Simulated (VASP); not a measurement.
# Ga (Pm-3m) in VASP: relaxation of cell and atoms with PBE

Aim: the relaxation of cell and atoms of Ga with PBE.

All numbers are computed with VASP 6.6.1; they aren't measurements. Logs are shortened: lines on timing, memory, paths and dates and some standing lists are left out, and cuts for length are marked.

**1. The cell of the first run**

It takes space group Pm-3m (No. 221, cubic). Conventional cell: a = 2.723 Å, b = 2.723 Å, c = 2.723 Å, α = 90.00°, β = 90.00°, γ = 90.00°. Within 3.6 Å of Ga (site symmetry m-3m) lie 6 Ga at 2.72 Å.

This isn't the form of Ga at room conditions, which is orthorhombic.

**2. Relaxation of cell and atoms, PBE**

INCAR

```
PREC     = Accurate       # precision mode
ENCUT    = 600            # plane-wave cutoff, eV
EDIFF    = 1E-6           # SCF threshold, eV
ISMEAR   = -1             # smearing method
SIGMA    = 0.05           # smearing width, eV
LREAL    = F              # projectors in reciprocal space
LASPH    = T              # aspherical terms in the spheres
NELM     = 80             # most SCF steps
ALGO     = Normal         # electronic algorithm
ISIF     = 3              # what is computed and relaxed
LWAVE    = F              # write WAVECAR
LCHARG   = F              # write CHGCAR
GGA      = PE             # functional
IBRION   = 2              # ionic algorithm
NSW      = 45             # ionic steps
EDIFFG   = -0.005         # ionic threshold
```

KPOINTS

```
regular mesh
0
Gamma
  15 15 15
```

POSCAR

```
Ga
1.0
    2.7227086073      0.0000000000      0.0000000000
    0.0000000000      2.7227086073      0.0000000000
    0.0000000000      0.0000000000      2.7227086073
Ga
1
Direct
    0.0000000000      0.0000000000      0.0000000000
```

Potentials or basis: VASP PAW PBE potentials, release 64 (Ga_d).

Started as:

```sh
$ cat potpaw_PBE.64/Ga_d/POTCAR > POTCAR
$ mpirun -np 1 vasp_std > vasp.out
```

OUTCAR:

```text
PREC = Accurate
   ENCUT = 600
   EDIFF = 1E-6
   ISMEAR = -1
   LREAL = F
   LASPH = T
   NELM = 80
   ISIF = 3
   GGA = PE
   IBRION = 2
   NSW = 45
   EDIFFG = -0.005

 ion  position               nearest neighbor table
   1  0.000  0.000  0.000-

  LATTYP: Found a simple cubic cell.
 ALAT       =     2.7227086073

  Lattice vectors:

 A1 = (   2.7227086073,   0.0000000000,   0.0000000000)
 A2 = (   0.0000000000,   2.7227086073,   0.0000000000)
 A3 = (   0.0000000000,   0.0000000000,   2.7227086073)

Analysis of symmetry for initial positions (statically):
=====================================================================
 Subroutine PRICEL returns:
 Original cell was already a primitive cell.

 Routine SETGRP: Setting up the symmetry group for a
 simple cubic supercell.

 Subroutine GETGRP returns: Found 48 space group operations
 (whereof 48 operations were pure point group operations)
 out of a pool of 48 trial point group operations.

The static configuration has the point symmetry O_h .

Analysis of symmetry for dynamics (positions and initial velocities):
=====================================================================
 Subroutine PRICEL returns:
 Original cell was already a primitive cell.

 Routine SETGRP: Setting up the symmetry group for a
 simple cubic supercell.

 Subroutine GETGRP returns: Found 48 space group operations
 (whereof 48 operations were pure point group operations)
 out of a pool of 48 trial point group operations.

The dynamic configuration has the point symmetry O_h .

 Subroutine INISYM returns: Found 48 space group operations
 (whereof 48 operations are pure point group operations),
 and found     1 'primitive' translations

----------------------------------------------------------------------------------------

                                     Primitive cell

  volume of cell :      20.1838

  direct lattice vectors                    reciprocal lattice vectors
     2.722708607  0.000000000  0.000000000     0.367281316  0.000000000  0.000000000
     0.000000000  2.722708607  0.000000000     0.000000000  0.367281316  0.000000000
     0.000000000  0.000000000  2.722708607     0.000000000  0.000000000  0.367281316

  length of vectors
     2.722708607  2.722708607  2.722708607     0.367281316  0.367281316  0.367281316

  position of ions in fractional coordinates (direct lattice)
     0.000000000  0.000000000  0.000000000
[... 81 lines left out ...]
   NFREE  =      1    steps in history (QN), initial steepest desc. (CG)
   ISIF   =      3    stress and relaxation
   ISYM   =      2    0-nonsym 1-usesym 2-fastsym
   POTIM  = 0.5000    time-step for ionic-motion
   TEBEG  =    0.0;   TEEND  =   0.0 temperature during run
   PSTRESS=    0.0 pullay stress
   NELECT =      13.0000    total number of electrons
   NUPDOWN=      -1.0000    fix difference up-down
   EMIN   =  10.00;   EMAX   =-10.00  energy-range for DOS
   EFERMI =   0.00;   METHOD = LEGACY
   ISMEAR =    -1;   SIGMA  =   0.05  broadening in eV -4-tet -1-fermi 0-gaus
   EFERMI_NEDOS =   21; number of points for ismear=-14 and -15
   IALGO  =     38    algorithm
   IMIX   =      4    mixing-type and parameters
     AMIX     =   0.40;   BMIX     =  1.00
     AMIX_MAG =   1.60;   BMIX_MAG =  1.00
  volume/ion in A,a.u.               =      20.18       136.21
  Fermi-wavevector in a.u.,A,eV,Ry     =   1.413800  2.671695 27.195757  1.998832
  Thomas-Fermi vector in A             =   2.535409
   LORBIT       =      0    0 simple, 1 ext, 2 COOP (PROOUT), +10 PAW based schemes
   GGA     = PE    functional components
   LHFCALC =     F    Hartree Fock is set to
   AEXX    =    0.0000 exact exchange contribution
   IVDW    =     0    specifies the selected vdW correction
   LEPSILON=     F    determine dielectric tensor
   LRPA    =     F    only Hartree local field effects (RPA)
 conjugate gradient relaxation of ions
 non-spin polarized calculation
  energy-cutoff  :      600.00
  volume of cell :       20.18
 maximum number of plane-waves:       695
 NGX is ok and might be reduce to    24
   NGX = 11   NGY = 11   NGZ = 11

 number of electron      13.0000006 magnetization

 Free energy of the ion-electron system (eV)
  ---------------------------------------------------
  ext. energy  EPLUGINS =         0.00000000
  ---------------------------------------------------
  free energy    TOTEN  =        -2.82649590 eV

  energy without entropy =       -2.82232145  energy(sigma->0) =       -2.82440868

 E-fermi :   4.6302     XC(G=0): -10.6024

 val. band max:        4.6255599884   @ k =   0.4000   0.4000   0.0667
 cond. band min:       4.6969185901   @ k =   0.3333   0.2000   0.0667
 fundamental gap:      0.0713586017
 Fermi energy:         4.6302212740

 k-point     1 :       0.0000    0.0000    0.0000
  band No.  band energies     occupation
      1     -10.3972      2.00000
      2     -10.3972      2.00000
      3      -9.8920      2.00000
      4      -9.8920      2.00000
      5      -9.8920      2.00000
      6      -5.8116      2.00000
      7      13.6101      0.00000
      8      13.6101      0.00000
      9      13.6101      0.00000
     10      16.5433      0.00000
[... 287 lines left out ...]
 k-point    24 :       0.3333    0.2000    0.0000
  band No.  band energies     occupation
      1     -10.2969      2.00000
      2     -10.0742      2.00000
      3     -10.0709      2.00000
      4      -9.9900      2.00000
      5      -9.9291      2.00000
      6      -2.7612      2.00000
      7       4.6095      1.20402
      8      10.0187      0.00000
      9      16.5510      0.00000
     10      17.4354      0.00000

 [... further k-points ...]

------------------------ aborting loop because EDIFF is reached ----------------------------------------

  FORCE on cell =-STRESS in cart. coord.  units (eV):
  Direction    XX          YY          ZZ          XY          YZ          ZX
  --------------------------------------------------------------------------------------
  -------------------------------------------------------------------------------------
  Total        0.0040484      0.0040484      0.0040484     -0.0000000     -0.0000000     -0.0000000
  in kB        0.3213619      0.3213619      0.3213619     -0.0000000     -0.0000000     -0.0000000
  external PRESSURE =       0.3213619 kB  Pullay stress =       0.0000000 kB

 VOLUME and BASIS-vectors are now :
 -----------------------------------------------------------------------------
  energy-cutoff  :      600.00
  volume of cell :       20.18
      direct lattice vectors                 reciprocal lattice vectors
     2.722708607  0.000000000  0.000000000     0.367281316  0.000000000  0.000000000
     0.000000000  2.722708607  0.000000000     0.000000000  0.367281316  0.000000000
     0.000000000  0.000000000  2.722708607     0.000000000  0.000000000  0.367281316

 POSITION                                       TOTAL-FORCE (eV/Angst)
 -----------------------------------------------------------------------------------
      0.00000      0.00000      0.00000         0.000000      0.000000      0.000000
 -----------------------------------------------------------------------------------
    total drift:                                0.000000     -0.000000      0.000000

  FREE ENERGIE OF THE ION-ELECTRON SYSTEM (eV)
  ---------------------------------------------------
  free  energy   TOTEN  =        -2.8264959020 eV

  energy  without entropy=       -2.8223214521  energy(sigma->0) =       -2.82440868

 reached required accuracy - stopping structural energy minimisation
```

OSZICAR:

```text
N       E                     dE             d eps       ncg     rms          rms(c)
DAV:   1     0.372220180233E+02    0.37222E+02   -0.76618E+03  2480   0.238E+03
DAV:   2    -0.145087165100E+01   -0.38673E+02   -0.37892E+02  2486   0.251E+02
DAV:   3    -0.283415691410E+01   -0.13833E+01   -0.13764E+01  2788   0.445E+01
DAV:   4    -0.284680454695E+01   -0.12648E-01   -0.12644E-01  2744   0.450E+00
DAV:   5    -0.284698850435E+01   -0.18396E-03   -0.18395E-03  2944   0.482E-01    0.890E-01
DAV:   6    -0.282880466403E+01    0.18184E-01   -0.48623E-02  2792   0.457E+00    0.442E-01
DAV:   7    -0.282665694456E+01    0.21477E-02   -0.82608E-03  2812   0.154E+00    0.132E-01
DAV:   8    -0.282648758256E+01    0.16936E-03   -0.84965E-04  2608   0.515E-01    0.146E-02
DAV:   9    -0.282649580978E+01   -0.82272E-05   -0.12593E-05  3264   0.424E-02    0.355E-03
DAV:  10    -0.282649590196E+01   -0.92179E-07   -0.50796E-07  1718   0.969E-03
   1 F= -.28264959E+01 E0= -.28244087E+01  d E =-.282650E+01
```

CONTCAR:

```text
Ga
   1.00000000000000
     2.7227086073000000    0.0000000000000000    0.0000000000000000
     0.0000000000000000    2.7227086073000000    0.0000000000000000
     0.0000000000000000    0.0000000000000000    2.7227086073000000
  Ga
     1
Direct
     0.0000000000000000    0.0000000000000000    0.0000000000000000

  0.00000000E+00  0.00000000E+00  0.00000000E+00
```

Wall time 19 s (1 thread of Intel Xeon 8259CL, shared host); peak memory 0.16 GiB.

Results:

- Free energy: -2.8265 eV
- Pressure after relaxing: 0.0 GPa
- Band gap on the k mesh: zero (an odd number of electrons rules out a gap without spin polarisation)

Final structure:
```xyz
1
Lattice="2.7227 0.0000 0.0000 0.0000 2.7227 0.0000 0.0000 0.0000 2.7227" Properties=species:S:1:pos:R:3 pbc="T T T"
Ga    0.0000    0.0000    0.0000
```

The gap in the log of VASP goes by the Fermi energy; the results here count the filled bands.